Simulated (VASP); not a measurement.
# SiC (m.bscan) (F-43m) in VASP: single point with r2SCAN

Aim: the single point of SiC (m.bscan) with r2SCAN.

Program: VASP 6.6.1. These are calculated values, not measurements. Logs are shortened: lines on timing, memory, paths and dates and some standing lists are left out, and cuts for length are marked.

### Step 1. The cell of the first run

The structure is cubic, space group F-43m (No. 216). Conventional cell: a = 4.380 Å, b = 4.380 Å, c = 4.380 Å, α = 90.00°, β = 90.00°, γ = 90.00°. Within 2.5 Å of Si (site symmetry -43m) lie 4 C at 1.90 Å. Within 2.5 Å of C (site symmetry -43m) lie 4 Si at 1.90 Å.

### Step 2. Single point, r2SCAN

The input, POSCAR:

```
SiC
1.0
    0.0000000000      2.1898586781      2.1898586781
    2.1898586781      0.0000000000      2.1898586781
    2.1898586781      2.1898586781      0.0000000000
Si C
1 1
Direct
    0.0000000000      0.0000000000      0.0000000000
    0.2500000000      0.2500000000      0.2500000000
```

The input, INCAR.step1:

```
ALGO     = Normal         # electronic algorithm
EDIFF    = 1E-5           # SCF threshold, eV
ENCUT    = 660            # plane-wave cutoff, eV
GGA      = PE             # functional
GGA_COMPAT= False        
ISMEAR   = 0              # smearing method
LASPH    = True           # aspherical terms in the spheres
LCHARG   = False          # write CHGCAR
LREAL    = False          # projectors in reciprocal space
LWAVE    = True           # write WAVECAR
NBANDS   = 11             # bands
NELM     = 120            # most SCF steps
PREC     = Accurate       # precision mode
SIGMA    = 0.02           # smearing width, eV
```

The input, INCAR.step2:

```
ALGO     = Normal         # electronic algorithm
EDIFF    = 1E-6           # SCF threshold, eV
ENCUT    = 660            # plane-wave cutoff, eV
GGA_COMPAT= False        
ISIF     = 2              # what is computed and relaxed
ISMEAR   = 0              # smearing method
ISTART   = 1            
LASPH    = True           # aspherical terms in the spheres
LCHARG   = False          # write CHGCAR
LMIXTAU  = True         
LREAL    = False          # projectors in reciprocal space
LWAVE    = False          # write WAVECAR
METAGGA  = R2SCAN         # meta-GGA
NBANDS   = 11             # bands
NELM     = 120            # most SCF steps
PREC     = Accurate       # precision mode
SIGMA    = 0.02           # smearing width, eV
```

The input, KPOINTS:

```
k-points
0
Gamma
  10 10 10
```

Potentials or basis: VASP PAW PBE potentials, release 64 (Si, C).

Launch:

```bash
$ cat potpaw_PBE.64/Si/POTCAR potpaw_PBE.64/C/POTCAR > POTCAR
$ cp INCAR.step1 INCAR
$ mpirun -np 1 vasp_std > vasp.out
$ cp INCAR.step2 INCAR
$ mpirun -np 1 vasp_std > vasp.out
```

OUTCAR:

```text
EDIFF = 1E-6
   ENCUT = 660
   ISIF = 2
   ISMEAR = 0
   ISTART = 1
   LASPH = True
   LREAL = False
   METAGGA = R2SCAN
   NELM = 120
   PREC = Accurate

 ion  position               nearest neighbor table
   1  0.000  0.000  0.000-   2 1.90   2 1.90   2 1.90   2 1.90
   2  0.250  0.250  0.250-   1 1.90   1 1.90   1 1.90   1 1.90

  LATTYP: Found a face centered cubic cell.
 ALAT       =     4.3797173562

  Lattice vectors:

 A1 = (   0.0000000000,   2.1898586781,   2.1898586781)
 A2 = (   2.1898586781,   0.0000000000,   2.1898586781)
 A3 = (   2.1898586781,   2.1898586781,   0.0000000000)

Analysis of symmetry for initial positions (statically):
=====================================================================
 Subroutine PRICEL returns:
 Original cell was already a primitive cell.

 Routine SETGRP: Setting up the symmetry group for a
 face centered cubic supercell.

 Subroutine GETGRP returns: Found 24 space group operations
 (whereof 24 operations were pure point group operations)
 out of a pool of 48 trial point group operations.

The static configuration has the point symmetry T_d .

Analysis of symmetry for dynamics (positions and initial velocities):
=====================================================================
 Subroutine PRICEL returns:
 Original cell was already a primitive cell.

 Routine SETGRP: Setting up the symmetry group for a
 face centered cubic supercell.

 Subroutine GETGRP returns: Found 24 space group operations
 (whereof 24 operations were pure point group operations)
 out of a pool of 48 trial point group operations.

The dynamic configuration has the point symmetry T_d .

 Subroutine INISYM returns: Found 24 space group operations
 (whereof 24 operations are pure point group operations),
 and found     1 'primitive' translations

----------------------------------------------------------------------------------------

                                     Primitive cell

  volume of cell :      21.0029

  direct lattice vectors                    reciprocal lattice vectors
     0.000000000  2.189858678  2.189858678    -0.228325236  0.228325236  0.228325236
     2.189858678  0.000000000  2.189858678     0.228325236 -0.228325236  0.228325236
     2.189858678  2.189858678  0.000000000     0.228325236  0.228325236 -0.228325236

  length of vectors
     3.096927842  3.096927842  3.096927842     0.395470910  0.395470910  0.395470910

  position of ions in fractional coordinates (direct lattice)
     0.000000000  0.000000000  0.000000000
     0.250000000  0.250000000  0.250000000

  ion indices of the primitive-cell ions
   primitive index   ion index
                 1           1
                 2           2

----------------------------------------------------------------------------------------

 KPOINTS: k-points

Automatic generation of k-mesh.
 Grid dimensions read from file:
 generate k-points for:   10   10   10

 Generating k-lattice:

  Cartesian coordinates                     Fractional coordinates (reciprocal lattice)
    -0.022832524  0.022832524  0.022832524     0.100000000  0.000000000  0.000000000
     0.022832524 -0.022832524  0.022832524     0.000000000  0.100000000  0.000000000
     0.022832524  0.022832524 -0.022832524     0.000000000  0.000000000  0.100000000

  Length of vectors
     0.039547091  0.039547091  0.039547091

  Shift w.r.t. Gamma in fractional coordinates (k-lattice)
     0.000000000  0.000000000  0.000000000

 Subroutine IBZKPT returns following result:
 ===========================================

 Found     47 irreducible k-points:

 Following reciprocal coordinates:
            Coordinates               Weight
  0.000000  0.000000  0.000000      1.000000
  0.100000  0.000000  0.000000      8.000000
  0.200000  0.000000  0.000000      8.000000
  0.300000  0.000000  0.000000      8.000000
  0.400000  0.000000  0.000000      8.000000
  0.500000  0.000000  0.000000      4.000000
[... 16 lines left out ...]
  0.300000  0.300000  0.000000      6.000000
  0.400000  0.300000  0.000000     24.000000
 [... further k-points ...]
   k-points           NKPTS =     47   k-points in BZ     NKDIM =     47   number of bands    NBANDS=     11
   number of dos      NEDOS =    301   number of ions     NIONS =      2
   total plane-waves  NPLWV =  21952
   dimension x,y,z NGX =    28 NGY =   28 NGZ =   28
   dimension x,y,z NGXF=    56 NGYF=   56 NGZF=   56
   ions per type =               1   1
   NGX,Y,Z   is equivalent  to a cutoff of  15.03, 15.03, 15.03 a.u.
   NGXF,Y,Z  is equivalent  to a cutoff of  30.06, 30.06, 30.06 a.u.
 SYSTEM =  unknown system
   PREC   = accura    normal or accurate (medium, high low for compatibility)
   ISTART =      1    job   : 0-new  1-cont  2-samecut
   ICHARG =      0    charge: 1-file 2-atom 10-const
   ISPIN  =      1    spin polarized calculation?
   LNONCOLLINEAR =      F non collinear calculations
   LSORBIT =      F    spin-orbit coupling
   LASPH  =      T    aspherical Exc in radial PAW
   ENCUT  =  660.0 eV  48.51 Ry    6.96 a.u.   6.49  6.49  6.49*2*pi/ulx,y,z
   NELM   =    120;   NELMIN=  2; NELMDL=  0     # of ELM steps
   EDIFF  = 0.1E-05   stopping-criterion for ELM
   LREAL  =      F    real-space projection
   EDIFFG = 0.1E-04   stopping-criterion for IOM
   NSW    =      0    number of steps for IOM
   IBRION =     -1    ionic relax: 0-MD 1-quasi-New 2-CG
   NFREE  =      0    steps in history (QN), initial steepest desc. (CG)
   ISIF   =      2    stress and relaxation
   ISYM   =      2    0-nonsym 1-usesym 2-fastsym
   POTIM  = 0.5000    time-step for ionic-motion
   TEBEG  =    0.0;   TEEND  =   0.0 temperature during run
   PSTRESS=    0.0 pullay stress
   NELECT =       8.0000    total number of electrons
   NUPDOWN=      -1.0000    fix difference up-down
   EMIN   =  10.00;   EMAX   =-10.00  energy-range for DOS
   EFERMI =   0.00;   METHOD = LEGACY
   ISMEAR =     0;   SIGMA  =   0.02  broadening in eV -4-tet -1-fermi 0-gaus
   EFERMI_NEDOS =   21; number of points for ismear=-14 and -15
   IALGO  =     38    algorithm
   IMIX   =      4    mixing-type and parameters
     AMIX     =   0.40;   BMIX     =  1.00
     AMIX_MAG =   1.60;   BMIX_MAG =  1.00
  volume/ion in A,a.u.               =      10.50        70.87
  Fermi-wavevector in a.u.,A,eV,Ry     =   1.186712  2.242561 19.160892  1.408286
  Thomas-Fermi vector in A             =   2.322879
   LORBIT       =      0    0 simple, 1 ext, 2 COOP (PROOUT), +10 PAW based schemes
   METAGGA = R2SCAN    functional components
   LHFCALC =     F    Hartree Fock is set to
   AEXX    =    0.0000 exact exchange contribution
   IVDW    =     0    specifies the selected vdW correction
   LEPSILON=     F    determine dielectric tensor
   LRPA    =     F    only Hartree local field effects (RPA)
 non-spin polarized calculation
 Gauss-broadening in eV      SIGMA  =   0.02
  energy-cutoff  :      660.00
  volume of cell :       21.00
 maximum number of plane-waves:       869
 NGX is ok and might be reduce to    28
   NGX = 13   NGY = 13   NGZ = 13

 number of electron       8.0000000 magnetization

 Free energy of the ion-electron system (eV)
  ---------------------------------------------------
  ext. energy  EPLUGINS =         0.00000000
  ---------------------------------------------------
  free energy    TOTEN  =       -19.32739441 eV

  energy without entropy =      -19.32739441  energy(sigma->0) =      -19.32739441

 E-fermi :   8.0012     XC(G=0): -11.8673

 val. band max:        7.8144796253   @ k =   0.0000   0.0000   0.0000
 cond. band min:       9.5510992362   @ k =   0.5000   0.5000   0.0000
 fundamental gap:      1.7366196109
 Fermi energy:         8.0012260429

 k-point     1 :       0.0000    0.0000    0.0000
  band No.  band energies     occupation
      1      -8.2453      2.00000
      2       7.8145      2.00000
      3       7.8145      2.00000
      4       7.8145      2.00000
      5      14.4619      0.00000
      6      15.5553      0.00000
      7      15.5553      0.00000
      8      15.5553      0.00000
      9      22.9339      0.00000
     10      22.9339      0.00000
     11      25.3348      0.00000

 k-point     2 :       0.1000    0.0000    0.0000
  band No.  band energies     occupation
      1      -8.0453      2.00000
      2       6.7680      2.00000
      3       7.6753      2.00000
      4       7.6753      2.00000
      5      14.7401      0.00000
      6      15.8119      0.00000
      7      15.8119      0.00000
      8      15.8763      0.00000
      9      22.0104      0.00000
     10      22.0104      0.00000
     11      25.0684      0.00000

 k-point     3 :       0.2000    0.0000    0.0000
  band No.  band energies     occupation
      1      -7.4553      2.00000
      2       4.5730      2.00000
      3       7.3544      2.00000
      4       7.3544      2.00000
      5      14.4507      0.00000
      6      16.1957      0.00000
      7      16.1957      0.00000
      8      17.2057      0.00000
      9      21.3502      0.00000
     10      21.3502      0.00000
     11      24.1267      0.00000

 k-point     4 :       0.3000    0.0000    0.0000
  band No.  band energies     occupation
      1      -6.5168      2.00000
      2       2.1912      2.00000
      3       7.0227      2.00000
      4       7.0227      2.00000
      5      14.0360      0.00000
      6      16.0620      0.00000
      7      16.0620      0.00000
      8      18.3027      0.00000
      9      22.2265      0.00000
     10      22.2265      0.00000
     11      23.8474      0.00000
[... 239 lines left out ...]
 k-point    22 :      -0.2000    0.2000    0.0000
  band No.  band energies     occupation
      1      -6.2010      2.00000
      2       2.8229      2.00000
      3       4.5203      2.00000
      4       7.1339      2.00000
      5      14.8824      0.00000
      6      16.3538      0.00000
      7      16.6999      0.00000
      8      17.5834      0.00000
      9      19.9427      0.00000
     10      24.1436      0.00000
     11      27.8886      0.00000

 k-point    23 :       0.3000    0.3000    0.0000
  band No.  band energies     occupation
      1      -5.9274      2.00000
      2       3.2512      2.00000
      3       5.3660      2.00000
      4       5.3660      2.00000
      5      11.4035      0.00000
      6      13.8987      0.00000
      7      20.0469      0.00000
      8      20.0469      0.00000
      9      20.9890      0.00000
     10      25.6583      0.00000
     11      30.5455      0.00000

 k-point    24 :       0.4000    0.3000    0.0000
  band No.  band energies     occupation
      1      -5.0520      2.00000
      2       1.9969      2.00000
      3       4.5734      2.00000
      4       5.0927      2.00000
      5      11.0969      0.00000
      6      13.9091      0.00000
      7      20.1433      0.00000
      8      20.4690      0.00000
      9      22.4695      0.00000
     10      26.7562      0.00000
     11      30.0690      0.00000

 [... further k-points ...]
[... 5 lines left out ...]
  --------------------------------------------------------------------------------------
  -------------------------------------------------------------------------------------
  Total       -0.5127418     -0.5127418     -0.5127418     -0.0000000      0.0000000      0.0000000
  in kB      -39.1138900    -39.1138900    -39.1138900     -0.0000000      0.0000000      0.0000000
  external PRESSURE =     -39.1138900 kB  Pullay stress =       0.0000000 kB

 VOLUME and BASIS-vectors are now :
 -----------------------------------------------------------------------------
  energy-cutoff  :      660.00
  volume of cell :       21.00
      direct lattice vectors                 reciprocal lattice vectors
     0.000000000  2.189858678  2.189858678    -0.228325236  0.228325236  0.228325236
     2.189858678  0.000000000  2.189858678     0.228325236 -0.228325236  0.228325236
     2.189858678  2.189858678  0.000000000     0.228325236  0.228325236 -0.228325236

 POSITION                                       TOTAL-FORCE (eV/Angst)
 -----------------------------------------------------------------------------------
      0.00000      0.00000      0.00000         0.000000      0.000000      0.000000
      1.09493      1.09493      1.09493        -0.000000     -0.000000     -0.000000
 -----------------------------------------------------------------------------------
    total drift:                               -0.000000     -0.000000     -0.000000

  FREE ENERGIE OF THE ION-ELECTRON SYSTEM (eV)
  ---------------------------------------------------
  free  energy   TOTEN  =       -19.3273944100 eV

  energy  without entropy=      -19.3273944100  energy(sigma->0) =      -19.32739441
```

Run time: 35 s. Hardware: 1 thread of Intel Xeon Platinum 8559C (Emerald Rapids), shared host; peak memory 0.16 GiB.

What came out:

- Free energy: -19.3274 eV
- Pressure: -3.9 GPa
- Band gap on the k mesh: 1.74 eV, indirect (least direct gap 5.04 eV)

Caveat: the PAW data sets were made with another functional, which shifts forces and pressure a little.
